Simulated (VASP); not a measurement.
Set up this calculation in VASP 6.6.1, as the native input.

- Task: single point
- Functional: r2SCAN
- Potentials or basis: VASP PAW PBE potentials, release 64 (Cd, Te)
- Cutoff: 520 eV
- k mesh: 10 × 10 × 10
- Occupations: gaussian, width 0.05 eV
- Spin: no spin polarisation
- Dipole correction: no
- Further INCAR settings: ALGO = Normal; EDIFF = 1e-06; NBANDS = 16

Crystal: CdTe.

```xyz
2
Lattice="0.0000 3.0437 3.0437 3.0437 0.0000 3.0437 3.0437 3.0437 0.0000" Properties=species:S:1:pos:R:3 pbc="T T T"
Cd    0.0000    0.0000    0.0000
Te    1.5218    1.5218    1.5218
```

This cell differs from its parent crystal: volume scaled by 0.800.

One way to write it, as run:

POSCAR

```
CdTe
1.0
    0.0000000000      3.0436956003      3.0436956003
    3.0436956003      0.0000000000      3.0436956003
    3.0436956003      3.0436956003      0.0000000000
Cd Te
1 1
Direct
    0.0000000000      0.0000000000      0.0000000000
    0.2500000000      0.2500000000      0.2500000000
```

INCAR.step1

```
PREC     = Accurate       # precision mode
ENCUT    = 520            # plane-wave cutoff, eV
ISMEAR   = 0              # smearing method
SIGMA    = 0.05           # smearing width, eV
LREAL    = F              # projectors in reciprocal space
LASPH    = T              # aspherical terms in the spheres
NELM     = 60             # most SCF steps
NBANDS   = 16             # bands
GGA      = PE             # functional
ALGO     = Normal         # electronic algorithm
EDIFF    = 1E-4           # SCF threshold, eV
LWAVE    = T              # write WAVECAR
LCHARG   = F              # write CHGCAR
```

INCAR.step2

```
PREC     = Accurate       # precision mode
ENCUT    = 520            # plane-wave cutoff, eV
EDIFF    = 1E-6           # SCF threshold, eV
ISMEAR   = 0              # smearing method
SIGMA    = 0.05           # smearing width, eV
LREAL    = F              # projectors in reciprocal space
LASPH    = T              # aspherical terms in the spheres
NELM     = 60             # most SCF steps
ALGO     = Normal         # electronic algorithm
ISIF     = 2              # what is computed and relaxed
LWAVE    = F              # write WAVECAR
LCHARG   = F              # write CHGCAR
METAGGA  = R2SCAN         # meta-GGA
LMIXTAU  = T            
NBANDS   = 16             # bands
ISTART   = 1
```

KPOINTS

```
regular mesh
0
Gamma
  10 10 10
```

Potentials or basis: VASP PAW PBE potentials, release 64 (Cd, Te).

Launch:

```console
$ cat potpaw_PBE.64/Cd/POTCAR potpaw_PBE.64/Te/POTCAR > POTCAR
$ cp INCAR.step1 INCAR
$ mpirun -np 1 vasp_std > vasp.out
$ cp INCAR.step2 INCAR
$ mpirun -np 1 vasp_std > vasp.out
```

It gave:

```yaml
Pressure: 15.4 GPa
Band_gap_on_the_k_mesh: 1.90 eV, direct
```

Caveat: the PAW data sets were made with another functional, which shifts forces and pressure a little; spin-orbit coupling is left out, which moves the levels of the heavy elements.

Wall time 84 s on 1 thread of AMD EPYC 9R45 96-Core Processor (Zen 5), with other jobs on the host, peak memory 0.18 GiB.
